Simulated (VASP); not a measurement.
# CsPbCl3 (P4/mmm) in VASP: further runs

Runs on CsPbCl3. Level: PBEsol. Tasks: single point.

Program: VASP 6.6.1. These are calculated values, not measurements. Logs are shortened: lines on timing, memory, paths and dates and some standing lists are left out, and cuts for length are marked.

**1. The cell of the first run**

The structure is tetragonal, space group P4/mmm (No. 123). The conventional cell has a = 5.325 Å, b = 5.325 Å, c = 5.745 Å, α = 90.00°, β = 90.00°, γ = 90.00°. Within 4.9 Å of Cs (site symmetry 4/mmm) lie 12 Cl at 3.77 to 3.92 Å and 8 Pb at 4.74 Å. Within 3.5 Å of Pb (site symmetry 4/mmm) lie 6 Cl at 2.66 to 2.87 Å. Within 3.5 Å of Cl (site symmetry mmm) lie 2 Pb at 2.66 Å. Within 3.8 Å of Cl (site symmetry 4/mmm) lie 2 Pb at 2.87 Å and 4 Cs at 3.77 Å.

**2. Single point, PBEsol (strain -0.050 along x and y, +0.025 along z)**

INCAR reads:

```
ALGO = Normal
EDIFF = 1E-6
ENCUT = 520
GGA = PS
ISIF = 2
ISMEAR = 0
LASPH = T
LCHARG = F
LREAL = F
LWAVE = F
NBANDS = 30
NELM = 60
PREC = Accurate
SIGMA = 0.05
```

KPOINTS reads:

```
k-points
0
Gamma
  6 6 6
```

POSCAR reads:

```
CsPbCl3
1.0
    5.3247500000      0.0000000000      0.0000000000
    0.0000000000      5.3247500000      0.0000000000
    0.0000000000      0.0000000000      5.7451250000
Cs Pb Cl
1 1 3
Direct
    0.0000000000      0.0000000000      0.0000000000
    0.5000000000      0.5000000000      0.5000000000
    0.0000000000      0.5000000000      0.5000000000
    0.5000000000      0.0000000000      0.5000000000
    0.5000000000      0.5000000000      0.0000000000
```

Potentials or basis: VASP PAW PBE potentials, release 64 (Cs_sv, Pb_d, Cl).

Run with:

```console
> cat potpaw_PBE.64/Cs_sv/POTCAR potpaw_PBE.64/Pb_d/POTCAR potpaw_PBE.64/Cl/POTCAR > POTCAR
> mpirun -np 1 vasp_std > vasp.out
```

OUTCAR:

```text
EDIFF = 1E-6
   ENCUT = 520
   GGA = PS
   ISIF = 2
   ISMEAR = 0
   LASPH = T
   LREAL = F
   NELM = 60
   PREC = Accurate

 ion  position               nearest neighbor table
   1  0.000  0.000  0.000-
   2  0.500  0.500  0.500-   3 2.66   4 2.66   4 2.66   3 2.66   5 2.87   5 2.87
   3  0.000  0.500  0.500-   2 2.66   2 2.66
   4  0.500  0.000  0.500-   2 2.66   2 2.66
   5  0.500  0.500  0.000-   2 2.87   2 2.87

  LATTYP: Found a simple tetragonal cell.
 ALAT       =     5.3247500000
 C/A-ratio  =     1.0789473684

  Lattice vectors:

 A1 = (   5.3247500000,   0.0000000000,   0.0000000000)
 A2 = (   0.0000000000,   5.3247500000,   0.0000000000)
 A3 = (   0.0000000000,   0.0000000000,   5.7451250000)

Analysis of symmetry for initial positions (statically):
=====================================================================
 Subroutine PRICEL returns:
 Original cell was already a primitive cell.

 Routine SETGRP: Setting up the symmetry group for a
 simple tetragonal supercell.

 Subroutine GETGRP returns: Found 16 space group operations
 (whereof 16 operations were pure point group operations)
 out of a pool of 16 trial point group operations.

The static configuration has the point symmetry D_4h.

Analysis of symmetry for dynamics (positions and initial velocities):
=====================================================================
 Subroutine PRICEL returns:
 Original cell was already a primitive cell.

 Routine SETGRP: Setting up the symmetry group for a
 simple tetragonal supercell.

 Subroutine GETGRP returns: Found 16 space group operations
 (whereof 16 operations were pure point group operations)
 out of a pool of 16 trial point group operations.

The dynamic configuration has the point symmetry D_4h.

 Subroutine INISYM returns: Found 16 space group operations
 (whereof 16 operations are pure point group operations),
 and found     1 'primitive' translations

----------------------------------------------------------------------------------------

                                     Primitive cell

  volume of cell :     162.8913

  direct lattice vectors                    reciprocal lattice vectors
     5.324750000  0.000000000  0.000000000     0.187802244  0.000000000  0.000000000
     0.000000000  5.324750000  0.000000000     0.000000000  0.187802244  0.000000000
     0.000000000  0.000000000  5.745125000     0.000000000  0.000000000  0.174060617

  length of vectors
     5.324750000  5.324750000  5.745125000     0.187802244  0.187802244  0.174060617

  position of ions in fractional coordinates (direct lattice)
     0.000000000  0.000000000  0.000000000
     0.500000000  0.500000000  0.500000000
     0.000000000  0.500000000  0.500000000
     0.500000000  0.000000000  0.500000000
     0.500000000  0.500000000  0.000000000

  ion indices of the primitive-cell ions
   primitive index   ion index
                 1           1
                 2           2
                 3           3
                 4           4
                 5           5

----------------------------------------------------------------------------------------

 KPOINTS: k-points

Automatic generation of k-mesh.
 Grid dimensions read from file:
 generate k-points for:    6    6    6

 Generating k-lattice:

  Cartesian coordinates                     Fractional coordinates (reciprocal lattice)
     0.031300374  0.000000000  0.000000000     0.166666667  0.000000000  0.000000000
     0.000000000  0.031300374  0.000000000     0.000000000  0.166666667  0.000000000
     0.000000000  0.000000000  0.029010103     0.000000000  0.000000000  0.166666667

  Length of vectors
     0.031300374  0.031300374  0.029010103

  Shift w.r.t. Gamma in fractional coordinates (k-lattice)
     0.000000000  0.000000000  0.000000000

 Subroutine IBZKPT returns following result:
 ===========================================

 Found     40 irreducible k-points:

 Following reciprocal coordinates:
            Coordinates               Weight
  0.000000  0.000000  0.000000      1.000000
  0.166667  0.000000  0.000000      4.000000
  0.333333  0.000000  0.000000      4.000000
  0.500000  0.000000  0.000000      2.000000
  0.166667  0.166667  0.000000      4.000000
  0.333333  0.166667  0.000000      8.000000
[... 16 lines left out ...]
  0.333333  0.000000  0.333333      8.000000
  0.500000  0.000000  0.333333      4.000000
 [... further k-points ...]
   k-points           NKPTS =     40   k-points in BZ     NKDIM =     40   number of bands    NBANDS=     30
   number of dos      NEDOS =    301   number of ions     NIONS =      5
   total plane-waves  NPLWV =  76800
   dimension x,y,z NGX =    40 NGY =   40 NGZ =   48
   dimension x,y,z NGXF=    80 NGYF=   80 NGZF=   96
   ions per type =               1   1   3
   NGX,Y,Z   is equivalent  to a cutoff of  12.49, 12.49, 13.89 a.u.
   NGXF,Y,Z  is equivalent  to a cutoff of  24.98, 24.98, 27.78 a.u.
 SYSTEM =  unknown system
   PREC   = accura    normal or accurate (medium, high low for compatibility)
   ISTART =      0    job   : 0-new  1-cont  2-samecut
   ICHARG =      2    charge: 1-file 2-atom 10-const
   ISPIN  =      1    spin polarized calculation?
   LNONCOLLINEAR =      F non collinear calculations
   LSORBIT =      F    spin-orbit coupling
   LASPH  =      T    aspherical Exc in radial PAW
   ENCUT  =  520.0 eV  38.22 Ry    6.18 a.u.   9.90  9.90 10.68*2*pi/ulx,y,z
   NELM   =     60;   NELMIN=  2; NELMDL= -5     # of ELM steps
   EDIFF  = 0.1E-05   stopping-criterion for ELM
   LREAL  =      F    real-space projection
   EDIFFG = 0.1E-04   stopping-criterion for IOM
   NSW    =      0    number of steps for IOM
   IBRION =     -1    ionic relax: 0-MD 1-quasi-New 2-CG
   NFREE  =      0    steps in history (QN), initial steepest desc. (CG)
   ISIF   =      2    stress and relaxation
   ISYM   =      2    0-nonsym 1-usesym 2-fastsym
   POTIM  = 0.5000    time-step for ionic-motion
   TEBEG  =    0.0;   TEEND  =   0.0 temperature during run
   PSTRESS=    0.0 pullay stress
   NELECT =      44.0000    total number of electrons
   NUPDOWN=      -1.0000    fix difference up-down
   EMIN   =  10.00;   EMAX   =-10.00  energy-range for DOS
   EFERMI =   0.00;   METHOD = LEGACY
   ISMEAR =     0;   SIGMA  =   0.05  broadening in eV -4-tet -1-fermi 0-gaus
   EFERMI_NEDOS =   21; number of points for ismear=-14 and -15
   IALGO  =     38    algorithm
   IMIX   =      4    mixing-type and parameters
     AMIX     =   0.40;   BMIX     =  1.00
     AMIX_MAG =   1.60;   BMIX_MAG =  1.00
  volume/ion in A,a.u.               =      32.58       219.85
  Fermi-wavevector in a.u.,A,eV,Ry     =   1.058262  1.999825 15.237407  1.119918
  Thomas-Fermi vector in A             =   2.193565
   LORBIT       =      0    0 simple, 1 ext, 2 COOP (PROOUT), +10 PAW based schemes
   GGA     = PS    functional components
   LHFCALC =     F    Hartree Fock is set to
   AEXX    =    0.0000 exact exchange contribution
   IVDW    =     0    specifies the selected vdW correction
   LEPSILON=     F    determine dielectric tensor
   LRPA    =     F    only Hartree local field effects (RPA)
 non-spin polarized calculation
 Gauss-broadening in eV      SIGMA  =   0.05
  energy-cutoff  :      520.00
  volume of cell :      162.89
 maximum number of plane-waves:      4412
 NGX is ok and might be reduce to    40
   NGX = 19   NGY = 19   NGZ = 21

 number of electron      44.0000000 magnetization

 Free energy of the ion-electron system (eV)
  ---------------------------------------------------
  ext. energy  EPLUGINS =         0.00000000
  ---------------------------------------------------
  free energy    TOTEN  =       -18.13727678 eV

  energy without entropy =      -18.13727678  energy(sigma->0) =      -18.13727678

 E-fermi :   3.1449     XC(G=0):  -8.3618

 val. band max:        2.8763283958   @ k =   0.5000   0.5000   0.5000
 cond. band min:       3.8049059260   @ k =   0.5000   0.5000   0.5000
 fundamental gap:      0.9285775301
 Fermi energy:         3.1449270621

 k-point     1 :       0.0000    0.0000    0.0000
  band No.  band energies     occupation
      1     -19.0305      2.00000
      2     -14.6139      2.00000
      3     -14.4490      2.00000
      4     -14.0887      2.00000
      5     -14.0887      2.00000
      6     -14.0715      2.00000
[... 22 lines left out ...]
     29       8.1710      0.00000
     30       9.4472      0.00000

 k-point     2 :       0.1667    0.0000    0.0000
  band No.  band energies     occupation
      1     -19.0293      2.00000
      2     -14.5830      2.00000
      3     -14.4211      2.00000
      4     -14.0896      2.00000
      5     -14.0887      2.00000
      6     -14.0724      2.00000
[... 22 lines left out ...]
     29       8.2184      0.00000
     30       8.5849      0.00000

 k-point     3 :       0.3333    0.0000    0.0000
  band No.  band energies     occupation
      1     -19.0268      2.00000
      2     -14.5475      2.00000
      3     -14.3292      2.00000
      4     -14.0914      2.00000
      5     -14.0886      2.00000
      6     -14.0742      2.00000
[... 22 lines left out ...]
     29       8.0263      0.00000
     30       8.6155      0.00000

 k-point     4 :       0.5000    0.0000    0.0000
  band No.  band energies     occupation
      1     -19.0256      2.00000
      2     -14.5386      2.00000
      3     -14.2692      2.00000
      4     -14.0923      2.00000
      5     -14.0886      2.00000
      6     -14.0752      2.00000
[... 22 lines left out ...]
     29       8.1352      0.00000
     30       8.9935      0.00000

 k-point     5 :       0.1667    0.1667    0.0000
  band No.  band energies     occupation
      1     -19.0281      2.00000
      2     -14.5390      2.00000
      3     -14.4052      2.00000
      4     -14.0896      2.00000
      5     -14.0896      2.00000
      6     -14.0733      2.00000
[... 22 lines left out ...]
     29       8.2394      0.00000
     30       8.2599      0.00000
[... 526 lines left out ...]
     29       7.8402      0.00000
     30       9.4055      0.00000

 k-point    22 :       0.1667    0.0000    0.3333
  band No.  band energies     occupation
      1     -19.0276      2.00000
      2     -14.5822      2.00000
      3     -14.3800      2.00000
      4     -14.0904      2.00000
      5     -14.0895      2.00000
      6     -14.0724      2.00000
[... 22 lines left out ...]
     29       8.0006      0.00000
     30       8.8710      0.00000

 k-point    23 :       0.3333    0.0000    0.3333
  band No.  band energies     occupation
      1     -19.0254      2.00000
      2     -14.5426      2.00000
      3     -14.2793      2.00000
      4     -14.0922      2.00000
      5     -14.0895      2.00000
      6     -14.0742      2.00000
[... 22 lines left out ...]
     29       8.3058      0.00000
     30       8.4763      0.00000

 k-point    24 :       0.5000    0.0000    0.3333
  band No.  band energies     occupation
      1     -19.0243      2.00000
      2     -14.5316      2.00000
      3     -14.2114      2.00000
      4     -14.0931      2.00000
      5     -14.0894      2.00000
      6     -14.0751      2.00000
[... 22 lines left out ...]
     29       8.4099      0.00000
     30       8.7916      0.00000

 [... further k-points ...]
[... 5 lines left out ...]
  --------------------------------------------------------------------------------------
  -------------------------------------------------------------------------------------
  Total        4.7612213      4.7612213     -0.3758180      0.0000000      0.0000000      0.0000000
  in kB       46.8307402     46.8307402     -3.6964959      0.0000000      0.0000000      0.0000000
  external PRESSURE =      29.9883282 kB  Pullay stress =       0.0000000 kB

 VOLUME and BASIS-vectors are now :
 -----------------------------------------------------------------------------
  energy-cutoff  :      520.00
  volume of cell :      162.89
      direct lattice vectors                 reciprocal lattice vectors
     5.324750000  0.000000000  0.000000000     0.187802244  0.000000000  0.000000000
     0.000000000  5.324750000  0.000000000     0.000000000  0.187802244  0.000000000
     0.000000000  0.000000000  5.745125000     0.000000000  0.000000000  0.174060617

 POSITION                                       TOTAL-FORCE (eV/Angst)
 -----------------------------------------------------------------------------------
      0.00000      0.00000      0.00000         0.000000      0.000000      0.000000
      2.66237      2.66237      2.87256         0.000000      0.000000      0.000000
      0.00000      2.66237      2.87256         0.000000      0.000000      0.000000
      2.66237      0.00000      2.87256         0.000000      0.000000      0.000000
      2.66237      2.66237      0.00000         0.000000      0.000000      0.000000
 -----------------------------------------------------------------------------------
    total drift:                                0.000000      0.000000     -0.000000

  FREE ENERGIE OF THE ION-ELECTRON SYSTEM (eV)
  ---------------------------------------------------
  free  energy   TOTEN  =       -18.1372767801 eV

  energy  without entropy=      -18.1372767801  energy(sigma->0) =      -18.13727678
```

It took 91 s on 1 thread of AMD EPYC 9R45 (Zen 5), shared host; peak memory 0.34 GiB.

Results:

```
Free energy            : -18.1373 eV
Pressure               : 3.0 GPa
Band gap on the k mesh : 0.93 eV, direct
```

Stress tensor (GPa, compression positive):
```
 4.68  0.00  0.00
 0.00  4.68  0.00
 0.00  0.00 -0.37
```

Levels at points of the mesh, in eV from the valence-band top:
| k point | band 19 | band 20 | band 21 | band 22 | band 23 | band 24 | band 25 | band 26 |
| --- | --- | --- | --- | --- | --- | --- | --- | --- |
| (0.00, 0.00, 0.00) | -3.40 | -3.26 | -3.22 | -3.22 | 2.64 | 3.35 | 3.58 | 4.33 |
| (0.50, 0.00, 0.00) | -3.54 | -3.42 | -3.38 | -1.85 | 2.81 | 4.11 | 4.31 | 4.68 |
| (0.50, 0.50, 0.00) | -3.44 | -3.40 | -2.88 | -0.66 | 2.10 | 2.10 | 3.72 | 4.81 |
| (0.00, 0.00, 0.50) | -3.43 | -3.35 | -3.35 | -2.48 | 2.43 | 3.93 | 4.21 | 4.88 |
| (0.50, 0.00, 0.50) | -3.52 | -3.42 | -2.97 | -1.17 | 1.72 | 2.36 | 4.69 | 4.93 |
| (0.50, 0.50, 0.50) | -2.93 | -2.93 | -2.87 | 0.00 | 0.93 | 1.54 | 1.54 | 4.38 |

Caveat: the cell differs from its parent crystal (strain -0.050 along x and y, +0.025 along z); the PAW data sets were made with another functional, which shifts forces and pressure a little; spin-orbit coupling is left out, which moves the levels of the heavy elements. A k mesh can miss the band edges.

**3. Single point, PBEsol (strain -0.050 along x and y, +0.050 along z)**

INCAR: that of step 2 with these lines changed.

```diff
@@ -1,3 +1,3 @@
 ALGO = Normal
-EDIFF = 1E-6
+EDIFF = 1E-7
 ENCUT = 520
```

KPOINTS is that of step 2.

POSCAR: that of step 2 with these lines changed.

```diff
@@ -4,3 +4,3 @@
     0.0000000000      5.3247500000      0.0000000000
-    0.0000000000      0.0000000000      5.7451250000
+    0.0000000000      0.0000000000      5.8852500000
 Cs Pb Cl
```

Potentials or basis: VASP PAW PBE potentials, release 64 (Cs_sv, Pb_d, Cl).

Run with:

```console
> cat potpaw_PBE.64/Cs_sv/POTCAR potpaw_PBE.64/Pb_d/POTCAR potpaw_PBE.64/Cl/POTCAR > POTCAR
> mpirun -np 1 vasp_std > vasp.out
```

Run time: 1.8 min. Hardware: 1 thread of AMD EPYC 9R45 (Zen 5), shared host; peak memory 0.35 GiB.

It converged, with:

```yaml
Free_energy: -18.1149 eV
Pressure: 2.4 GPa
Band_gap_on_the_k_mesh: 0.91 eV, direct
```

Stress tensor (GPa, compression positive):
```
 4.36  0.00  0.00
 0.00  4.36  0.00
 0.00  0.00 -1.48
```

Levels at points of the mesh, in eV from the valence-band top:
```
           k point  band 18  band 19  band 20  band 21  band 22  band 23  band 24  band 25  band 26  band 27
(0.00, 0.00, 0.00)    -3.25    -3.25    -3.11    -3.05    -3.05     2.73     3.48     3.77     4.46     4.46
(0.50, 0.00, 0.00)    -3.44    -3.36    -3.26    -3.20    -1.75     2.88     4.10     4.21     4.84     5.13
(0.50, 0.50, 0.00)    -3.28    -3.23    -3.23    -2.73    -0.56     2.17     2.17     3.50     4.92     5.46
(0.00, 0.00, 0.50)    -3.28    -3.28    -3.15    -3.15    -2.50     2.40     3.98     4.24     4.93     5.25
(0.50, 0.00, 0.50)    -3.52    -3.31    -3.28    -2.84    -1.17     1.70     2.49     4.76     5.07     5.18
(0.50, 0.50, 0.50)    -3.27    -2.80    -2.80    -2.72     0.00     0.91     1.67     1.67     4.45     4.86
```

Caveat: the cell differs from its parent crystal (strain -0.050 along x and y, +0.050 along z); the PAW data sets were made with another functional, which shifts forces and pressure a little; spin-orbit coupling is left out, which moves the levels of the heavy elements. A k mesh can miss the band edges.

(Continued in part 2 of 2.)
